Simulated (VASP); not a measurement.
# Sn (Fd-3m) in VASP: a series of runs

Runs on Sn. Level: LDA. Tasks: single point, relaxation of volume and atoms at fixed shape.

All numbers are computed with VASP 6.6.1; they aren't measurements. Logs are shortened: lines on timing, memory, paths and dates and some standing lists are left out, and cuts for length are marked.

### Step 1. The cell of the first run

It takes space group Fd-3m (No. 227, cubic). The conventional cell has a = 6.473 Å, b = 6.473 Å, c = 6.473 Å, α = 90.00°, β = 90.00°, γ = 90.00°. Sn (site symmetry -43m) has 4 Sn at 2.80 Å within 3.7 Å.

This isn't the form of Sn at room conditions, which is tetragonal (white tin).

### Step 2. Single point, LDA

Input file INCAR:

```
PREC = Accurate
ENCUT = 520
EDIFF = 1E-6
ISMEAR = 0
SIGMA = 0.05
LREAL = False
LASPH = True
NELM = 60
ALGO = Normal
ISIF = 2
LWAVE = False
LCHARG = False
GGA = CA
NBANDS = 21
```

Input file KPOINTS:

```
regular mesh
0
Gamma
  7 7 7
```

Input file POSCAR:

```
Sn
1.0
    0.0000000000      3.2365038723      3.2365038723
    3.2365038723      0.0000000000      3.2365038723
    3.2365038723      3.2365038723      0.0000000000
Sn
2
Direct
    0.0000000000      0.0000000000      0.0000000000
    0.2500000000      0.2500000000      0.2500000000
```

Potentials or basis: VASP PAW LDA potentials, release 64 (Sn_d).

On the command line:

```
cat potpaw_LDA.64/Sn_d/POTCAR > POTCAR
mpirun -np 1 vasp_std > vasp.out
```

OUTCAR:

```text
PREC = Accurate
   ENCUT = 520
   EDIFF = 1E-6
   ISMEAR = 0
   LREAL = False
   LASPH = True
   NELM = 60
   ISIF = 2
   GGA = CA

 ion  position               nearest neighbor table
   1  0.000  0.000  0.000-   2 2.80   2 2.80   2 2.80   2 2.80
   2  0.250  0.250  0.250-   1 2.80   1 2.80   1 2.80   1 2.80

  LATTYP: Found a face centered cubic cell.
 ALAT       =     6.4730077446

  Lattice vectors:

 A1 = (   0.0000000000,   3.2365038723,   3.2365038723)
 A2 = (   3.2365038723,   0.0000000000,   3.2365038723)
 A3 = (   3.2365038723,   3.2365038723,   0.0000000000)

Analysis of symmetry for initial positions (statically):
=====================================================================
 Subroutine PRICEL returns:
 Original cell was already a primitive cell.

 Routine SETGRP: Setting up the symmetry group for a
 face centered cubic supercell.

 Subroutine GETGRP returns: Found 48 space group operations
 (whereof 24 operations were pure point group operations)
 out of a pool of 48 trial point group operations.

The static configuration has the point symmetry T_d .
 The point group associated with its full space group is O_h .

Analysis of symmetry for dynamics (positions and initial velocities):
=====================================================================
 Subroutine PRICEL returns:
 Original cell was already a primitive cell.

 Routine SETGRP: Setting up the symmetry group for a
 face centered cubic supercell.

 Subroutine GETGRP returns: Found 48 space group operations
 (whereof 24 operations were pure point group operations)
 out of a pool of 48 trial point group operations.

The dynamic configuration has the point symmetry T_d .
 The point group associated with its full space group is O_h .

 Subroutine INISYM returns: Found 48 space group operations
 (whereof 24 operations are pure point group operations),
 and found     1 'primitive' translations

----------------------------------------------------------------------------------------

                                     Primitive cell

  volume of cell :      67.8045

  direct lattice vectors                    reciprocal lattice vectors
     0.000000000  3.236503872  3.236503872    -0.154487688  0.154487688  0.154487688
     3.236503872  0.000000000  3.236503872     0.154487688 -0.154487688  0.154487688
     3.236503872  3.236503872  0.000000000     0.154487688  0.154487688 -0.154487688

  length of vectors
     4.577107671  4.577107671  4.577107671     0.267580525  0.267580525  0.267580525

  position of ions in fractional coordinates (direct lattice)
     0.000000000  0.000000000  0.000000000
     0.250000000  0.250000000  0.250000000

  ion indices of the primitive-cell ions
   primitive index   ion index
                 1           1
                 2           2

----------------------------------------------------------------------------------------

 KPOINTS: regular mesh

Automatic generation of k-mesh.
 Grid dimensions read from file:
 generate k-points for:    7    7    7

 Generating k-lattice:

  Cartesian coordinates                     Fractional coordinates (reciprocal lattice)
    -0.022069670  0.022069670  0.022069670     0.142857143  0.000000000  0.000000000
     0.022069670 -0.022069670  0.022069670     0.000000000  0.142857143  0.000000000
     0.022069670  0.022069670 -0.022069670     0.000000000  0.000000000  0.142857143

  Length of vectors
     0.038225789  0.038225789  0.038225789

  Shift w.r.t. Gamma in fractional coordinates (k-lattice)
     0.000000000  0.000000000  0.000000000

 Subroutine IBZKPT returns following result:
 ===========================================

 Found     20 irreducible k-points:

 Following reciprocal coordinates:
            Coordinates               Weight
  0.000000  0.000000  0.000000      1.000000
  0.142857  0.000000  0.000000      8.000000
  0.285714  0.000000  0.000000      8.000000
  0.428571  0.000000  0.000000      8.000000
  0.142857  0.142857  0.000000      6.000000
  0.285714  0.142857  0.000000     24.000000
[... 12 lines left out ...]
 -0.428571  0.428571  0.142857     24.000000
 -0.285714  0.428571  0.142857     24.000000
   k-points           NKPTS =     20   k-points in BZ     NKDIM =     20   number of bands    NBANDS=     21
   number of dos      NEDOS =    301   number of ions     NIONS =      2
   total plane-waves  NPLWV =  46656
   dimension x,y,z NGX =    36 NGY =   36 NGZ =   36
   dimension x,y,z NGXF=    72 NGYF=   72 NGZF=   72
   ions per type =               2
   NGX,Y,Z   is equivalent  to a cutoff of  13.08, 13.08, 13.08 a.u.
   NGXF,Y,Z  is equivalent  to a cutoff of  26.15, 26.15, 26.15 a.u.
 SYSTEM =  unknown system
   PREC   = accura    normal or accurate (medium, high low for compatibility)
   ISTART =      0    job   : 0-new  1-cont  2-samecut
   ICHARG =      2    charge: 1-file 2-atom 10-const
   ISPIN  =      1    spin polarized calculation?
   LNONCOLLINEAR =      F non collinear calculations
   LSORBIT =      F    spin-orbit coupling
   LASPH  =      T    aspherical Exc in radial PAW
   ENCUT  =  520.0 eV  38.22 Ry    6.18 a.u.   8.51  8.51  8.51*2*pi/ulx,y,z
   NELM   =     60;   NELMIN=  2; NELMDL= -5     # of ELM steps
   EDIFF  = 0.1E-05   stopping-criterion for ELM
   LREAL  =      F    real-space projection
[... 7 lines left out ...]
   TEBEG  =    0.0;   TEEND  =   0.0 temperature during run
   PSTRESS=    0.0 pullay stress
   NELECT =      28.0000    total number of electrons
   NUPDOWN=      -1.0000    fix difference up-down
   EMIN   =  10.00;   EMAX   =-10.00  energy-range for DOS
   EFERMI =   0.00;   METHOD = LEGACY
   ISMEAR =     0;   SIGMA  =   0.05  broadening in eV -4-tet -1-fermi 0-gaus
   EFERMI_NEDOS =   21; number of points for ismear=-14 and -15
   IALGO  =     38    algorithm
   IMIX   =      4    mixing-type and parameters
     AMIX     =   0.40;   BMIX     =  1.00
     AMIX_MAG =   1.60;   BMIX_MAG =  1.00
  volume/ion in A,a.u.               =      33.90       228.78
  Fermi-wavevector in a.u.,A,eV,Ry     =   1.219106  2.303776 20.221235  1.486219
  Thomas-Fermi vector in A             =   2.354369
   LORBIT       =      0    0 simple, 1 ext, 2 COOP (PROOUT), +10 PAW based schemes
   GGA     = CA    functional components
   LHFCALC =     F    Hartree Fock is set to
   AEXX    =    0.0000 exact exchange contribution
   IVDW    =     0    specifies the selected vdW correction
   LEPSILON=     F    determine dielectric tensor
   LRPA    =     F    only Hartree local field effects (RPA)
 non-spin polarized calculation
 Gauss-broadening in eV      SIGMA  =   0.05
  energy-cutoff  :      520.00
  volume of cell :       67.80
 maximum number of plane-waves:      1841
 NGX is ok and might be reduce to    36
   NGX = 17   NGY = 17   NGZ = 17

 number of electron      28.0000007 magnetization

 Free energy of the ion-electron system (eV)
  ---------------------------------------------------
  ext. energy  EPLUGINS =         0.00000000
  ---------------------------------------------------
  free energy    TOTEN  =        -8.92473744 eV

  energy without entropy =       -8.92421335  energy(sigma->0) =       -8.92447539

 E-fermi :   5.3739     XC(G=0):  -9.2254

 val. band max:        5.1826090665   @ k =   0.1429   0.0000   0.0000
 cond. band min:       5.3976986589   @ k =   0.4286   0.0000   0.0000
 fundamental gap:      0.2150895924
 Fermi energy:         5.3738517875

 k-point     1 :       0.0000    0.0000    0.0000
  band No.  band energies     occupation
      1     -16.1759      2.00000
      2     -16.1759      2.00000
      3     -16.1759      2.00000
      4     -16.1134      2.00000
      5     -16.1134      2.00000
      6     -15.7947      2.00000
[... 13 lines left out ...]
     20      13.5090      0.00000
     21      13.5091      0.00000

 k-point     2 :       0.1429    0.0000    0.0000
  band No.  band energies     occupation
      1     -16.1894      2.00000
      2     -16.1894      2.00000
      3     -16.1709      2.00000
      4     -16.0941      2.00000
      5     -16.0941      2.00000
      6     -15.8205      2.00000
[... 13 lines left out ...]
     20      12.4774      0.00000
     21      12.4774      0.00000

 k-point     3 :       0.2857    0.0000    0.0000
  band No.  band energies     occupation
      1     -16.2054      2.00000
      2     -16.2054      2.00000
      3     -16.1594      2.00000
      4     -16.0665      2.00000
      5     -16.0665      2.00000
      6     -15.8441      2.00000
[... 13 lines left out ...]
     20      12.4899      0.00000
     21      12.4899      0.00000

 k-point     4 :       0.4286    0.0000    0.0000
  band No.  band energies     occupation
      1     -16.2124      2.00000
      2     -16.2124      2.00000
      3     -16.1497      2.00000
      4     -16.0524      2.00000
      5     -16.0524      2.00000
      6     -15.8544      2.00000
[... 13 lines left out ...]
     20      13.7365      0.00000
     21      13.7365      0.00000

 k-point     5 :       0.1429    0.1429    0.0000
  band No.  band energies     occupation
      1     -16.1872      2.00000
      2     -16.1872      2.00000
      3     -16.1845      2.00000
      4     -16.0967      2.00000
      5     -16.0728      2.00000
      6     -15.8595      2.00000
[... 13 lines left out ...]
     20      11.5706      0.00000
     21      13.7347      0.00000

 k-point     6 :       0.2857    0.1429    0.0000
  band No.  band energies     occupation
      1     -16.2116      2.00000
      2     -16.2013      2.00000
      3     -16.1648      2.00000
      4     -16.0722      2.00000
      5     -16.0395      2.00000
      6     -15.8945      2.00000
[... 13 lines left out ...]
     20      12.7231      0.00000
     21      13.4883      0.00000

 k-point     7 :       0.4286    0.1429    0.0000
  band No.  band energies     occupation
      1     -16.2293      2.00000
      2     -16.2133      2.00000
      3     -16.1363      2.00000
      4     -16.0468      2.00000
      5     -16.0251      2.00000
      6     -15.9028      2.00000
[... 13 lines left out ...]
     20      13.8220      0.00000
     21      14.3399      0.00000
[... 195 lines left out ...]
      1     -16.2413      2.00000
      2     -16.2290      2.00000
      3     -16.0887      2.00000
      4     -16.0547      2.00000
      5     -15.9525      2.00000
      6     -15.9431      2.00000
[... 13 lines left out ...]
     20      14.5330      0.00000
     21      15.6398      0.00000

 k-point    17 :       0.4286    0.2857    0.1429
  band No.  band energies     occupation
      1     -16.2245      2.00000
      2     -16.2226      2.00000
      3     -16.1352      2.00000
      4     -16.0484      2.00000
      5     -16.0038      2.00000
      6     -15.9312      2.00000
[... 13 lines left out ...]
     20      13.6691      0.00000
     21      14.3985      0.00000

 k-point    18 :      -0.4286    0.2857    0.1429
  band No.  band energies     occupation
      1     -16.2441      2.00000
      2     -16.2292      2.00000
      3     -16.0981      2.00000
      4     -16.0212      2.00000
      5     -15.9887      2.00000
      6     -15.9405      2.00000
[... 13 lines left out ...]
     20      13.8560      0.00000
     21      14.5156      0.00000

 k-point    19 :      -0.4286    0.4286    0.1429
  band No.  band energies     occupation
      1     -16.2396      2.00000
      2     -16.2372      2.00000
      3     -16.0901      2.00000
      4     -16.0176      2.00000
      5     -15.9860      2.00000
      6     -15.9278      2.00000
[... 13 lines left out ...]
     20      14.4285      0.00000
     21      15.6987      0.00000

 k-point    20 :      -0.2857    0.4286    0.1429
  band No.  band energies     occupation
      1     -16.2512      2.00000
      2     -16.2381      2.00000
      3     -16.0653      2.00000
      4     -15.9950      2.00000
      5     -15.9753      2.00000
      6     -15.9420      2.00000
[... 13 lines left out ...]
     20      14.1879      0.00000
     21      15.8883      0.00000

------------------------ aborting loop because EDIFF is reached ----------------------------------------

  FORCE on cell =-STRESS in cart. coord.  units (eV):
  Direction    XX          YY          ZZ          XY          YZ          ZX
  --------------------------------------------------------------------------------------
  -------------------------------------------------------------------------------------
  Total        0.0142720      0.0142720      0.0142720      0.0000000     -0.0000000     -0.0000000
  in kB        0.3372377      0.3372377      0.3372377      0.0000000     -0.0000000     -0.0000000
  external PRESSURE =       0.3372377 kB  Pullay stress =       0.0000000 kB

 VOLUME and BASIS-vectors are now :
 -----------------------------------------------------------------------------
  energy-cutoff  :      520.00
  volume of cell :       67.80
      direct lattice vectors                 reciprocal lattice vectors
     0.000000000  3.236503872  3.236503872    -0.154487688  0.154487688  0.154487688
     3.236503872  0.000000000  3.236503872     0.154487688 -0.154487688  0.154487688
     3.236503872  3.236503872  0.000000000     0.154487688  0.154487688 -0.154487688

 POSITION                                       TOTAL-FORCE (eV/Angst)
 -----------------------------------------------------------------------------------
      0.00000      0.00000      0.00000        -0.000000      0.000000      0.000000
      1.61825      1.61825      1.61825         0.000000     -0.000000     -0.000000
 -----------------------------------------------------------------------------------
    total drift:                                0.000000      0.000000      0.000000

  FREE ENERGIE OF THE ION-ELECTRON SYSTEM (eV)
  ---------------------------------------------------
  free  energy   TOTEN  =        -8.9247374404 eV

  energy  without entropy=       -8.9242133495  energy(sigma->0) =       -8.92447539
```

Run time: 9.6 s. Hardware: 1 thread of Intel Xeon 6975P-C (Granite Rapids), shared host; peak memory 0.17 GiB.

What came out:

```yaml
Free_energy: -8.9247 eV
Pressure: 0.0 GPa
Band_gap_on_the_k_mesh: zero (bands 14 and 15 overlap by 0.14 eV)
```

Caveat: spin-orbit coupling is left out, which moves the levels of the heavy elements.

### Step 3. Relaxation of volume and atoms at fixed shape, LDA

This run uses another cell than the first one, of 33.80 Å³/atom.

Input file INCAR:

```
ALGO = Normal
EDIFF = 1E-7
EDIFFG = -0.02
ENCUT = 600
GGA = CA
IBRION = 2
ISIF = 8
ISMEAR = 0
LASPH = True
LCHARG = False
LREAL = False
LWAVE = False
NELM = 100
NSW = 80
PREC = Accurate
SIGMA = 0.05
```

Input file KPOINTS:

```
k-points
0
Gamma
  7 7 7
```

Input file POSCAR:

```
Sn
1.0
    0.0000000000      3.2333430000      3.2333430000
    3.2333430000      0.0000000000      3.2333430000
    3.2333430000      3.2333430000      0.0000000000
Sn
2
Direct
    0.0000000000      0.0000000000      0.0000000000
    0.2500000000      0.2500000000      0.2500000000
```

Potentials or basis: VASP PAW LDA potentials, release 64 (Sn_d).

On the command line:

```
cat potpaw_LDA.64/Sn_d/POTCAR > POTCAR
mpirun -np 1 vasp_std > vasp.out
```

It took 19 s on 1 thread of Intel Xeon 6975P-C (Granite Rapids), shared host; peak memory 0.19 GiB.

Results (log left out):

```yaml
Free_energy: -8.9249 eV
Relaxed_volume: 33.99 Å³/atom
Relaxed_cell: a = 4.581 Å, b = 4.581 Å, c = 4.581 Å, α = 60.00°, β = 60.00°, γ = 60.00°
Space_group_after_relaxing_to_0.1_Å: Fd-3m (No. 227)
Energy_gained_by_relaxing: 0.1 meV/atom
Ionic_steps: 2
Pressure_after_relaxing: -0.1 GPa
Band_gap_on_the_k_mesh: zero (bands 14 and 15 overlap by 0.15 eV)
```

The path:
```csv
step,energy change (eV),largest force (eV/Å),pressure (GPa),volume (Å³)
1,0.0000,0.0000,0.18,67.61
2,-0.0002,0.0000,-0.07,67.98
```

Final structure:
```yaml
crystal:
  lattice:
    - [0.00000, 3.23934, 3.23934]
    - [3.23934, 0.00000, 3.23934]
    - [3.23934, 3.23934, 0.00000]
  atoms:
    - { symbol: Sn, position: [0.00000, 0.00000, 0.00000] }
    - { symbol: Sn, position: [0.25000, 0.25000, 0.25000] }
```

Levels at points of the mesh, in eV from the Fermi level:
```csv
k point,band 11,band 12,band 13,band 14,band 15,band 16,band 17,band 18
"(0.00, 0.00, 0.00)",-10.60,-0.68,0.17,0.17,0.17,2.23,2.23,2.23
```

Caveat: spin-orbit coupling is left out, which moves the levels of the heavy elements.
